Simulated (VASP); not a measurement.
## TaN: single point with PBEsol

Crystal: TaN.

```
Ta N
1.0
     2.92404    0.00000    0.00000
    -1.46202    2.53229    0.00000
     0.00000    0.00000    2.79900
Ta N
1 1
Cartesian
  0.0000 1.6882 1.3995
  0.0000 0.0000 0.0000
```

- Program: VASP 6.6.1
- Task: single point
- Functional: PBEsol
- Potentials or basis: VASP PAW PBE potentials, release 64 (Ta_pv, N)
- Cutoff: 520 eV
- k mesh: 18 × 18 × 16
- Occupations: gaussian, width 0.15 eV
- Spin: no spin polarisation

* Pressure: 11.6 GPa
* Band gap on the k mesh: zero (bands 8 and 9 overlap by 0.37 eV)

Stress tensor (GPa, compression positive):
```
 5.27  0.00  0.00
 0.00  5.27  0.00
 0.00  0.00 24.35
```

Levels at points of the mesh, in eV from the Fermi level:
```csv
k point,band 4,band 5,band 6,band 7,band 8,band 9,band 10,band 11,band 12,band 13
"(0.00, 0.00, 0.00)",-18.04,-4.91,-4.91,-4.34,-2.76,2.33,3.96,3.96,4.30,4.30
"(0.50, 0.00, 0.00)",-15.61,-8.53,-5.13,-3.63,-3.34,3.30,4.06,5.43,5.62,7.97
"(0.00, 0.00, 0.50)",-15.03,-9.59,-4.07,-4.07,-0.06,-0.06,2.94,3.26,3.26,8.41
"(0.50, 0.00, 0.50)",-15.97,-7.56,-6.29,-6.07,-0.15,4.44,5.54,6.64,7.42,10.86
```

It took 62 s on 1 thread of Intel Xeon 8259CL (shared host), peak memory 0.23 GiB.

Caveat: the cell stands under pressure; the PAW data sets were made with another functional, which shifts forces and pressure a little; spin-orbit coupling is left out, which moves the levels of the heavy elements.
